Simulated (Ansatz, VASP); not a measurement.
**Cr2Pd: VASP beside Ansatz**

The input INCAR:

```
SYSTEM = Cr2Pd
ALGO = Fast
EDIFF = 1E-6
EDIFFG = -0.01
ENCUT = 600
GGA = PE
IBRION = 2
ISIF = 3
ISMEAR = 0
LASPH = .TRUE.
LCHARG = .FALSE.
LREAL = .FALSE.
LWAVE = .FALSE.
NELM = 60
NSW = 100
PREC = Accurate
SIGMA = 0.1
```

KPOINTS

```
k-points
0
G
  14 14 14
  0 0 0
```

The input POSCAR:

```
Cr2Pd
1.0
    0.0000000000      2.8670378199      2.8670378199
    2.8670378199      0.0000000000      2.8670378199
    2.8670378199      2.8670378199      0.0000000000
Cr Pd
2 1
Direct
    0.2500000000      0.2500000000      0.2500000000
    0.7500000000      0.7500000000      0.7500000000
    0.0000000000      0.0000000000      0.0000000000
```

Input for Ansatz:

```yaml
crystal:
  lattice:
    - [0.0, 2.8670378199, 2.8670378199]
    - [2.8670378199, 0.0, 2.8670378199]
    - [2.8670378199, 2.8670378199, 0.0]
  atoms:
    - { symbol: Cr, position: [0.25, 0.25, 0.25] }
    - { symbol: Cr, position: [0.75, 0.75, 0.75] }
    - { symbol: Pd, position: [0.0, 0.0, 0.0] }
basis:
  ecutwfc: 420
kpoints:
  mp_grid: { grid: [14, 14, 14] }
hamiltonian:
  xc: pbe
scf:
  occupations: { method: gaussian, width: 0.1 }
output:
  forces: true
  stress: true
  eigenvalues: true
  write_density: true
  write_potential: true
  elf: true
  volumetric_format: npy
relax:
  adjacent_minimum: "off"
  f_tol: 0.01
  max_steps: 80
  cell: { stress_tol: 0.05 }
```

Alike in both runs: task relaxation of cell and atoms; functional PBE; k mesh 14 × 14 × 14; occupations gaussian, width 0.1 eV; no spin polarisation.

```csv
,VASP,Ansatz
version,VASP 6.6.1,Ansatz 0.2.0
potentials or method,"VASP PAW PBE potentials, release 64 (Cr_pv, Pd), cutoff 600 eV","scalar-relativistic, plane waves, PAW"
valence electrons in the cell,34,46
```

VASP gave:

| Quantity | Value |
| --- | --- |
| gap on the k mesh at the Fermi level, each at its own relaxed structure (eV) | none |
| relaxed volume (Å³/atom) | 15.71 |
| relaxed length of the cell vector where the two differ most in proportion (Å) | 4.055 |

Task: What did Ansatz give for the same quantities?

Result: gap on the k mesh at the Fermi level, each at its own relaxed structure (eV): none; relaxed volume (Å³/atom): 15.75; relaxed length of the cell vector where the two differ most in proportion (Å): 4.058.

A gap of «none» marks a metal or a gap that the smearing closes. VASP's potentials hold 34 valence electrons a cell and Ansatz's 46, so a difference there can come from the potentials and not from the codes.

Noted on VASP's run: the relaxation stopped at its first step, so nothing moved.
